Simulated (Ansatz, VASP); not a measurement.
Sr in VASP and in Ansatz

```
CELL_PARAMETERS angstrom
7.78194 0.00000 0.00000
0.00000 7.78194 0.00000
0.00000 0.00000 7.78194
ATOMIC_POSITIONS crystal
Sr 0.00000 0.00000 0.00000
Sr 0.50000 0.50000 0.50000
Sr 0.25000 0.00000 0.50000
Sr 0.75000 0.00000 0.50000
Sr 0.50000 0.25000 0.00000
Sr 0.50000 0.75000 0.00000
Sr 0.00000 0.50000 0.25000
Sr 0.00000 0.50000 0.75000
```

Alike in both runs: functional RPBE; k mesh 4 × 4 × 4; occupations fermi-dirac, width 0.1 eV; no spin polarisation.

Ansatz relaxed the structure, and its values are those at the end. VASP's run is a single point on that final structure, the one shown.

|  | VASP | Ansatz |
| --- | --- | --- |
| version | VASP 6.6.1 | Ansatz 0.2.0 |
| potentials or method | VASP PAW PBE potentials, release 64 (Sr_sv), cutoff 520 eV | plane waves (420 eV) with PAW, scalar-relativistic |
| valence electrons in the cell | 80 | 80 |

```tsv
	VASP	Ansatz	Ansatz less VASP
pressure (GPa)	0.0	0.0	-0.01
```

VASP's potentials were made for PBE, not for RPBE.
